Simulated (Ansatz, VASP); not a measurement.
One calculation of InSb, two programs

```
CELL_PARAMETERS angstrom
0.00000 3.23910 3.10954
3.23910 0.00000 3.10954
3.23910 3.23910 0.00000
ATOMIC_POSITIONS crystal
In 0.00000 0.00000 0.00000
Sb 0.75000 0.75000 0.75000
```

Change from the starting cell: strain -0.0400 x Voigt [0, 0, 1, 0, 0, 0], atoms carried along.

Alike in both runs: task single point; functional PBEsol; k mesh 12 × 12 × 12; occupations gaussian, width 0.15 eV; no spin polarisation.

```csv
,VASP,Ansatz
version,VASP 6.6.1,Ansatz 0.2.0
potentials or method,"VASP PAW PBE potentials, release 64 (In_d, Sb), cutoff 520 eV","scalar-relativistic, plane waves, PAW"
valence electrons in the cell,18,28
```

```csv
,VASP,Ansatz,Ansatz less VASP
pressure (GPa),2.9,2.9,-0.02
"traceless stress, the component that is largest in VASP (GPa)",0.66,0.66,-0.001
```

VASP's potentials were made for PBE, not for PBEsol. VASP's potentials hold 18 valence electrons a cell and Ansatz's 28, so a difference there can come from the potentials and not from the codes.

Spin-orbit coupling is off throughout.
